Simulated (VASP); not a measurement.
# Na (P2_13) in VASP: notebook

Runs on Na. Level: PBE. Tasks: single point.

Everything below comes from runs of VASP 6.6.1. Logs are shortened: lines on timing, memory, paths and dates and some standing lists are left out, and cuts for length are marked.

## Step 1: The cell of the first run

It takes space group P2_13 (No. 198, cubic). Conventional cell: a = 5.196 Å, b = 5.196 Å, c = 5.196 Å, α = 90.00°, β = 90.00°, γ = 90.00°. Na (site symmetry 3) has 6 Na at 3.18 Å within 4.2 Å.

## Step 2: Single point, PBE (Li replaced by Na, lengths x 1.178, strained)

INCAR

```
SYSTEM = Na
  ALGO = Normal
  EDIFF = 1E-6
  ENCUT = 520
  GGA = PE
  ISIF = 2
  ISMEAR = 0
  LASPH = .TRUE.
  LCHARG = .FALSE.
  LREAL = .FALSE.
  LWAVE = .FALSE.
  NBANDS = 22
  NELM = 80
  PREC = Accurate
  SIGMA = 0.1
```

KPOINTS

```
k-points
0
G
  4 4 4
  0 0 0
```

POSCAR

```
Na
1.0
    5.1958809524      0.0000000000      0.0000000000
    0.0000000000      5.1958809524      0.0000000000
    0.0000000000      0.0000000000      5.1958809524
Na
4
Direct
    0.8823447382      0.1176552618      0.6176552618
    0.3823447382      0.3823447382      0.3823447382
    0.1176552618      0.6176552618      0.8823447382
    0.6176552618      0.8823447382      0.1176552618
```

Potentials or basis: VASP PAW PBE potentials, release 64 (Na_pv).

Command:

```bash
$ cat potpaw_PBE.64/Na_pv/POTCAR > POTCAR
$ mpirun -np 1 vasp_std > vasp.out
```

OUTCAR:

```text
SYSTEM = Na
   EDIFF = 1E-6
   ENCUT = 520
   GGA = PE
   ISIF = 2
   ISMEAR = 0
   LASPH = .TRUE.
   LREAL = .FALSE.
   NELM = 80
   PREC = Accurate

 ion  position               nearest neighbor table
   1  0.882  0.118  0.618-
   2  0.382  0.382  0.382-
   3  0.118  0.618  0.882-
   4  0.618  0.882  0.118-

  LATTYP: Found a simple cubic cell.
 ALAT       =     5.1958809524

  Lattice vectors:

 A1 = (   5.1958809524,   0.0000000000,   0.0000000000)
 A2 = (   0.0000000000,   5.1958809524,   0.0000000000)
 A3 = (   0.0000000000,   0.0000000000,   5.1958809524)

Analysis of symmetry for initial positions (statically):
=====================================================================
 Subroutine PRICEL returns:
 Original cell was already a primitive cell.

 Routine SETGRP: Setting up the symmetry group for a
 simple cubic supercell.

 Subroutine GETGRP returns: Found 12 space group operations
 (whereof  3 operations were pure point group operations)
 out of a pool of 48 trial point group operations.

The static configuration has the point symmetry C_3 .
 The point group associated with its full space group is T   .

Analysis of symmetry for dynamics (positions and initial velocities):
=====================================================================
 Subroutine PRICEL returns:
 Original cell was already a primitive cell.

 Routine SETGRP: Setting up the symmetry group for a
 simple cubic supercell.

 Subroutine GETGRP returns: Found 12 space group operations
 (whereof  3 operations were pure point group operations)
 out of a pool of 48 trial point group operations.

The dynamic configuration has the point symmetry C_3 .
 The point group associated with its full space group is T   .

 Subroutine INISYM returns: Found 12 space group operations
 (whereof  3 operations are pure point group operations),
 and found     1 'primitive' translations

----------------------------------------------------------------------------------------

                                     Primitive cell

  volume of cell :     140.2741

  direct lattice vectors                    reciprocal lattice vectors
     5.195880952  0.000000000  0.000000000     0.192460145  0.000000000  0.000000000
     0.000000000  5.195880952  0.000000000     0.000000000  0.192460145  0.000000000
     0.000000000  0.000000000  5.195880952     0.000000000  0.000000000  0.192460145

  length of vectors
     5.195880952  5.195880952  5.195880952     0.192460145  0.192460145  0.192460145

  position of ions in fractional coordinates (direct lattice)
     0.882344738  0.117655262  0.617655262
     0.382344738  0.382344738  0.382344738
     0.117655262  0.617655262  0.882344738
     0.617655262  0.882344738  0.117655262

  ion indices of the primitive-cell ions
   primitive index   ion index
                 1           1
                 2           2
                 3           3
                 4           4

----------------------------------------------------------------------------------------

 KPOINTS: k-points

Automatic generation of k-mesh.
 Grid dimensions read from file:
 generate k-points for:    4    4    4

 Generating k-lattice:

  Cartesian coordinates                     Fractional coordinates (reciprocal lattice)
     0.048115036  0.000000000  0.000000000     0.250000000  0.000000000  0.000000000
     0.000000000  0.048115036  0.000000000     0.000000000  0.250000000  0.000000000
     0.000000000  0.000000000  0.048115036     0.000000000  0.000000000  0.250000000

  Length of vectors
     0.048115036  0.048115036  0.048115036

  Shift w.r.t. Gamma in fractional coordinates (k-lattice)
     0.000000000  0.000000000  0.000000000

 Subroutine IBZKPT returns following result:
 ===========================================

 Found     11 irreducible k-points:

 Following reciprocal coordinates:
            Coordinates               Weight
  0.000000  0.000000  0.000000      1.000000
  0.250000  0.000000  0.000000      6.000000
  0.500000  0.000000  0.000000      3.000000
  0.250000  0.250000  0.000000     12.000000
  0.500000  0.250000  0.000000      6.000000
 -0.250000  0.500000  0.000000      6.000000
  0.500000  0.500000  0.000000      3.000000
  0.250000  0.250000  0.250000      8.000000
  0.500000  0.250000  0.250000     12.000000
  0.500000  0.500000  0.250000      6.000000
  0.500000  0.500000  0.500000      1.000000
   k-points           NKPTS =     11   k-points in BZ     NKDIM =     11   number of bands    NBANDS=     22
   number of dos      NEDOS =    301   number of ions     NIONS =      4
   total plane-waves  NPLWV =  64000
   dimension x,y,z NGX =    40 NGY =   40 NGZ =   40
   dimension x,y,z NGXF=    80 NGYF=   80 NGZF=   80
   ions per type =               4
   NGX,Y,Z   is equivalent  to a cutoff of  12.80, 12.80, 12.80 a.u.
   NGXF,Y,Z  is equivalent  to a cutoff of  25.60, 25.60, 25.60 a.u.
 SYSTEM =  Na
   PREC   = accura    normal or accurate (medium, high low for compatibility)
   ISTART =      0    job   : 0-new  1-cont  2-samecut
   ICHARG =      2    charge: 1-file 2-atom 10-const
   ISPIN  =      1    spin polarized calculation?
   LNONCOLLINEAR =      F non collinear calculations
   LSORBIT =      F    spin-orbit coupling
   LASPH  =      T    aspherical Exc in radial PAW
   ENCUT  =  520.0 eV  38.22 Ry    6.18 a.u.   9.66  9.66  9.66*2*pi/ulx,y,z
   NELM   =     80;   NELMIN=  2; NELMDL= -5     # of ELM steps
   EDIFF  = 0.1E-05   stopping-criterion for ELM
   LREAL  =      F    real-space projection
   EDIFFG = 0.1E-04   stopping-criterion for IOM
   NSW    =      0    number of steps for IOM
   IBRION =     -1    ionic relax: 0-MD 1-quasi-New 2-CG
   NFREE  =      0    steps in history (QN), initial steepest desc. (CG)
   ISIF   =      2    stress and relaxation
   ISYM   =      2    0-nonsym 1-usesym 2-fastsym
   POTIM  = 0.5000    time-step for ionic-motion
   TEBEG  =    0.0;   TEEND  =   0.0 temperature during run
   PSTRESS=    0.0 pullay stress
   NELECT =      28.0000    total number of electrons
   NUPDOWN=      -1.0000    fix difference up-down
   EMIN   =  10.00;   EMAX   =-10.00  energy-range for DOS
   EFERMI =   0.00;   METHOD = LEGACY
   ISMEAR =     0;   SIGMA  =   0.10  broadening in eV -4-tet -1-fermi 0-gaus
   EFERMI_NEDOS =   21; number of points for ismear=-14 and -15
   IALGO  =     38    algorithm
   IMIX   =      4    mixing-type and parameters
     AMIX     =   0.40;   BMIX     =  1.00
     AMIX_MAG =   1.60;   BMIX_MAG =  1.00
  volume/ion in A,a.u.               =      35.07       236.65
  Fermi-wavevector in a.u.,A,eV,Ry     =   0.956757  1.808009 12.454555  0.915384
  Thomas-Fermi vector in A             =   2.085714
   LORBIT       =      0    0 simple, 1 ext, 2 COOP (PROOUT), +10 PAW based schemes
   GGA     = PE    functional components
   LHFCALC =     F    Hartree Fock is set to
   AEXX    =    0.0000 exact exchange contribution
   IVDW    =     0    specifies the selected vdW correction
   LEPSILON=     F    determine dielectric tensor
   LRPA    =     F    only Hartree local field effects (RPA)
 non-spin polarized calculation
 Gauss-broadening in eV      SIGMA  =   0.10
  energy-cutoff  :      520.00
  volume of cell :      140.27
 maximum number of plane-waves:      3840
 NGX is ok and might be reduce to    40
   NGX = 19   NGY = 19   NGZ = 19

 number of electron      27.9999959 magnetization

 Free energy of the ion-electron system (eV)
  ---------------------------------------------------
  ext. energy  EPLUGINS =         0.00000000
  ---------------------------------------------------
  free energy    TOTEN  =        -4.28987056 eV

  energy without entropy =       -4.27579997  energy(sigma->0) =       -4.28283527

 E-fermi :   0.5489     XC(G=0):  -6.6225

 val. band max:        0.3075747175   @ k =   0.5000   0.5000   0.2500
 cond. band min:       0.5820084743   @ k =   0.2500   0.2500   0.0000
 fundamental gap:      0.2744337568
 Fermi energy:         0.5489173980

 k-point     1 :       0.0000    0.0000    0.0000
  band No.  band energies     occupation
      1     -24.6800      2.00000
      2     -24.6800      2.00000
      3     -24.6800      2.00000
      4     -24.6527      2.00000
      5     -24.6527      2.00000
      6     -24.6527      2.00000
[... 14 lines left out ...]
     21       7.4806      0.00000
     22       7.4982      0.00000

 k-point     2 :       0.2500    0.0000    0.0000
  band No.  band energies     occupation
      1     -24.6923      2.00000
      2     -24.6860      2.00000
      3     -24.6661      2.00000
      4     -24.6580      2.00000
      5     -24.6573      2.00000
      6     -24.6350      2.00000
[... 14 lines left out ...]
     21       5.5681      0.00000
     22       5.7391      0.00000

 k-point     3 :       0.5000    0.0000    0.0000
  band No.  band energies     occupation
      1     -24.6936      2.00000
      2     -24.6936      2.00000
      3     -24.6650      2.00000
      4     -24.6650      2.00000
      5     -24.6384      2.00000
      6     -24.6384      2.00000
[... 14 lines left out ...]
     21       4.5223      0.00000
     22       4.5223      0.00000
[... 151 lines left out ...]
 k-point    10 :       0.5000    0.5000    0.2500
  band No.  band energies     occupation
      1     -24.6905      2.00000
      2     -24.6905      2.00000
      3     -24.6714      2.00000
      4     -24.6714      2.00000
      5     -24.6374      2.00000
      6     -24.6374      2.00000
[... 14 lines left out ...]
     21       8.0501      0.00000
     22       8.0919      0.00000

 k-point    11 :       0.5000    0.5000    0.5000
  band No.  band energies     occupation
      1     -24.6860      2.00000
      2     -24.6860      2.00000
      3     -24.6860      2.00000
      4     -24.6860      2.00000
      5     -24.6192      2.00000
      6     -24.6192      2.00000
[... 14 lines left out ...]
     21      10.4972      0.00000
     22      10.5049      0.00000

------------------------ aborting loop because EDIFF is reached ----------------------------------------

  FORCE on cell =-STRESS in cart. coord.  units (eV):
  Direction    XX          YY          ZZ          XY          YZ          ZX
  --------------------------------------------------------------------------------------
  -------------------------------------------------------------------------------------
  Total        1.5284234      1.5284234      1.5284234      0.0000000      0.0000000      0.0000000
  in kB       17.4572838     17.4572838     17.4572838      0.0000000      0.0000000      0.0000000
  external PRESSURE =      17.4572838 kB  Pullay stress =       0.0000000 kB

 VOLUME and BASIS-vectors are now :
 -----------------------------------------------------------------------------
  energy-cutoff  :      520.00
  volume of cell :      140.27
      direct lattice vectors                 reciprocal lattice vectors
     5.195880952  0.000000000  0.000000000     0.192460145  0.000000000  0.000000000
     0.000000000  5.195880952  0.000000000     0.000000000  0.192460145  0.000000000
     0.000000000  0.000000000  5.195880952     0.000000000  0.000000000  0.192460145

 POSITION                                       TOTAL-FORCE (eV/Angst)
 -----------------------------------------------------------------------------------
      4.58456      0.61132      3.20926         0.034230     -0.034230     -0.034230
      1.98662      1.98662      1.98662         0.034230      0.034230      0.034230
      0.61132      3.20926      4.58456        -0.034230     -0.034230      0.034230
      3.20926      4.58456      0.61132        -0.034230      0.034230     -0.034230
 -----------------------------------------------------------------------------------
    total drift:                                0.000000      0.000000      0.000000

  FREE ENERGIE OF THE ION-ELECTRON SYSTEM (eV)
  ---------------------------------------------------
  free  energy   TOTEN  =        -4.2898705619 eV

  energy  without entropy=       -4.2757999723  energy(sigma->0) =       -4.28283527
```

It took 11 s on 1 thread of Intel Xeon 6975P-C (Granite Rapids), shared host; peak memory 0.23 GiB.

What came out:

```yaml
Free_energy: -4.2899 eV
Pressure: 1.7 GPa
Largest_force: 0.059 eV/Å
Band_gap_on_the_k_mesh: zero (bands 14 and 15 overlap by 2.59 eV)
```

Forces on the atoms (eV/Å):
```
Na   0.034 -0.034 -0.034
Na   0.034  0.034  0.034
Na  -0.034 -0.034  0.034
Na  -0.034  0.034 -0.034
```

Caveat: the cell differs from its parent crystal (Li replaced by Na, lengths x 1.178, strained).

## Step 3: Single point, PBE (Li replaced by Na, lengths x 1.178, strained)

INCAR

```
SYSTEM = Na
  ALGO = Fast
  EDIFF = 1E-7
  ENCUT = 520
  GGA = PE
  ISIF = 2
  ISMEAR = 0
  LASPH = .TRUE.
  LCHARG = .FALSE.
  LREAL = .FALSE.
  LWAVE = .FALSE.
  NBANDS = 22
  NELM = 100
  PREC = Accurate
  SIGMA = 0.1
```

KPOINTS

```
k-points
0
G
  8 8 8
  0 0 0
```

POSCAR is that of step 2.

Potentials or basis: VASP PAW PBE potentials, release 64 (Na_pv).

Command:

```bash
$ cat potpaw_PBE.64/Na_pv/POTCAR > POTCAR
$ mpirun -np 1 vasp_std > vasp.out
```

It took 58 s on 1 thread of Intel Xeon 6975P-C (Granite Rapids), shared host; peak memory 0.28 GiB.

It converged, with:

```yaml
Free_energy: -4.3549 eV
Pressure: 1.5 GPa
Largest_force: 0.059 eV/Å
Band_gap_on_the_k_mesh: zero (bands 14 and 15 overlap by 2.59 eV)
```

Forces in eV/Å, atoms in the order of the input:
```
Na   0.034 -0.034 -0.034
Na   0.034  0.034  0.034
Na  -0.034 -0.034  0.034
Na  -0.034  0.034 -0.034
```

Levels at points of the mesh, in eV from the Fermi level:
```
           k point  band 11  band 12  band 13  band 14  band 15  band 16  band 17  band 18
(0.00, 0.00, 0.00)   -25.15   -25.14    -3.43     2.01     2.01     2.01     2.09     2.09
(0.50, 0.00, 0.00)   -25.16   -25.16    -2.01    -2.01     2.88     2.88     3.32     3.32
(0.50, 0.50, 0.00)   -25.15   -25.15    -0.67    -0.67    -0.57    -0.57     4.13     4.13
(0.50, 0.50, 0.50)   -25.16   -25.16     0.58     0.58     0.58     0.58     0.90     0.90
```

Caveat: the cell differs from its parent crystal (Li replaced by Na, lengths x 1.178, strained).
